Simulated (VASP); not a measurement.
RbBr:

```xyz
2
Lattice="0.0000 3.4608 3.4608 3.4608 0.0000 3.4608 3.4608 3.4608 0.0000" Properties=species:S:1:pos:R:3 pbc="T T T"
Rb    0.0000    0.0000    0.0000
Br    3.4608    3.4608    3.4608
```

Program: VASP 6.6.1. Alike in all runs: task single point; potentials or basis VASP PAW PBE potentials, release 64 (Rb_sv, Br); no spin polarisation; cell as given; k mesh 4 × 4 × 4; cutoff (eV) 520; smearing gaussian 0.01 eV. Hardware: 1 thread of AMD EPYC 7R13 Processor (Zen 3), on a shared host.

**Question.** Order these runs on this cell by their wall time, lowest first.
A. level PBE-based screened hybrid; grid for exact exchange (PRECFOCK) Normal; share of exact exchange 0.4; screening parameter 0.2078 1/Å
B. level PBE
C. level r2SCAN

**Answer.** B (26 s), C (73 s), A (1100 s).
